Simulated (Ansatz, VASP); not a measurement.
**Two plane-wave programs on In2O3**

Contents of POSCAR:

```
In2O3
1.0
    2.7813592499      1.6058185116      4.9028835716
   -2.7813592499      1.6058185116      4.9028835716
    0.0000000000     -3.2116370233      4.9028835716
In O
4 6
Direct
    0.8566860344      0.8566860344      0.8566860344
    0.3566860344      0.3566860344      0.3566860344
    0.1433139656      0.1433139656      0.1433139656
    0.6433139656      0.6433139656      0.6433139656
    0.4531244008      0.0468755992      0.7500000000
    0.0468755992      0.7500000000      0.4531244008
    0.5468755992      0.9531244008      0.2500000000
    0.2500000000      0.5468755992      0.9531244008
    0.9531244008      0.2500000000      0.5468755992
    0.7500000000      0.4531244008      0.0468755992
```

The input INCAR.step1:

```
ALGO = Normal
EDIFF = 1E-4
ENCUT = 520
GGA = PE
ISMEAR = 0
LASPH = T
LCHARG = F
LREAL = F
LWAVE = T
NBANDS = 55
NELM = 80
PREC = Accurate
SIGMA = 0.01
```

The input INCAR.step2:

```
ALGO = Normal
EDIFF = 1E-6
ENCUT = 520
ISIF = 2
ISMEAR = 0
ISTART = 1
LASPH = T
LCHARG = T
LELF = T
LMIXTAU = T
LREAL = F
LVHAR = T
LWAVE = F
METAGGA = R2SCAN
NBANDS = 55
NELM = 80
PREC = Accurate
SIGMA = 0.01
```

File KPOINTS:

```
k-points
0
Gamma
  6 6 6
```

Input for Ansatz:

```yaml
crystal:
  lattice:
    - [2.7813592499, 1.6058185116, 4.9028835716]
    - [-2.7813592499, 1.6058185116, 4.9028835716]
    - [0.0, -3.2116370233, 4.9028835716]
  atoms:
    - { symbol: In, position: [0.8566860344, 0.8566860344, 0.8566860344] }
    - { symbol: In, position: [0.3566860344, 0.3566860344, 0.3566860344] }
    - { symbol: In, position: [0.1433139656, 0.1433139656, 0.1433139656] }
    - { symbol: In, position: [0.6433139656, 0.6433139656, 0.6433139656] }
    - { symbol: O, position: [0.4531244008, 0.0468755992, 0.75] }
    - { symbol: O, position: [0.0468755992, 0.75, 0.4531244008] }
    - { symbol: O, position: [0.5468755992, 0.9531244008, 0.25] }
    - { symbol: O, position: [0.25, 0.5468755992, 0.9531244008] }
    - { symbol: O, position: [0.9531244008, 0.25, 0.5468755992] }
    - { symbol: O, position: [0.75, 0.4531244008, 0.0468755992] }
kpoints:
  mp_grid: { grid: [6, 6, 6] }
  band_path:
    path:
      - [0.0, 0.0, 0.0]
      - [0.5, 0.5, 0.5]
      - [0.7618181098, 0.2381818902, 0.5]
      - [0.5, -0.2381818902, 0.2381818902]
      - [0.5, 0.0, 0.0]
      - [0.3690909451, -0.3690909451, 0.0]
      - [0.6309090549, 0.0, 0.3690909451]
      - [0.5, 0.0, 0.5]
      - [0.0, 0.192708, -0.192708]
    npoints: 1
hamiltonian:
  xc: r2scan
scf:
  occupations: { method: fixed }
  n_extra_bands: 6
output:
  forces: true
  stress: true
  eigenvalues: true
```

Change from the starting cell: hydrostatic strain +1.0%.

Alike in both runs: task single point; functional r2SCAN; k mesh 6 × 6 × 6; no spin polarisation.

|  | VASP | Ansatz |
| --- | --- | --- |
| version | VASP 6.6.1 | Ansatz 0.2.0 |
| potentials or method | VASP PAW PBE potentials, release 64 (In_d, O) | plane waves, PAW |
| plane-wave cutoff (eV) | 520 | 500 |
| occupations | gaussian, width 0.01 eV | fixed |
| valence electrons in the cell | 88 | 88 |

|  | VASP | Ansatz | Ansatz less VASP |
| --- | --- | --- | --- |
| gap on the k mesh at the Fermi level (eV) | 1.60 | 1.60 | -0.007 |
| pressure (GPa) | -4.1 | -5.0 | -0.94 |
| traceless stress, the component that is largest in VASP (GPa) | 0.58 | 0.67 | +0.088 |
| rms of the force components (eV/Å) | 0.008 | 0.000 | -0.0074 |

VASP's potentials were made for PBE, not for r2SCAN. Atom by atom the forces differ by 0.007 eV/Å (rms over components).
